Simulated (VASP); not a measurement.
Cu:

```
CELL_PARAMETERS angstrom
-1.42415 1.42415 1.35895
1.42415 -1.42415 1.35895
1.42415 1.42415 -1.35895
ATOMIC_POSITIONS crystal
Cu 0.00000 0.00000 0.00000
```

Base run:

| Item | Value |
| --- | --- |
| Program | VASP 6.6.1 |
| Functional | PBE |
| Potentials or basis | VASP PAW PBE potentials, release 64 (Cu_sv_GW) |
| Cutoff | 700 eV |
| k mesh | 22 × 22 × 22 |
| Occupations | gaussian, width 0.15 eV |
| Spin | no spin polarisation |

Its results: pressure 10.0 GPa.

Problem. The run is repeated on the same cell with these changes: potentials or basis from VASP PAW PBE potentials, release 64 (Cu_sv_GW) to VASP PAW PBE potentials, release 64 (Cu); cutoff from 700 eV to 520 eV; further incar settings from ALGO = Normal; EDIFF = 1e-06; NBANDS = 16 to ALGO = Fast; EDIFF = 1e-06; NBANDS = 12; valence electrons from 19 to 11. What comes out?

Solution. Pressure 15.7 GPa.
